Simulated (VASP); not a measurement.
Li2O:

```
O Li
1.0
     0.00000    2.30931    2.30931
     2.30931    0.00000    2.30931
     2.30931    2.30931    0.00000
O Li
1 2
Direct
  0.00000 0.00000 0.00000
  0.25000 0.25000 0.25000
  0.75000 0.75000 0.75000
```

Base run:

- Program: VASP 6.6.1
- Functional: PBEsol
- Dispersion: D3(BJ)
- Potentials or basis: VASP PAW PBE potentials, release 64 (O, Li_sv)
- Cutoff: 750 eV
- k mesh: 7 × 7 × 7
- Occupations: fermi-dirac, width 0.0178 eV
- Spin: no spin polarisation

Its results: band gap on the k mesh 4.99 eV, indirect (least direct gap 5.16 eV); pressure -6.3 GPa.

Problem. The run is repeated on the same cell with these changes: functional from PBEsol to PBE; dispersion from D3(BJ) to none. What comes out?

Solution. Band gap on the k mesh 5.14 eV, indirect (least direct gap 5.27 eV); pressure 0.1 GPa.

Several settings changed at once, so the effect can't be laid on one alone.

Caveats: three body term missing (some runs); the PAW data sets were made with another functional, which shifts forces and pressure a little (some runs).

A k mesh can miss the band edges.
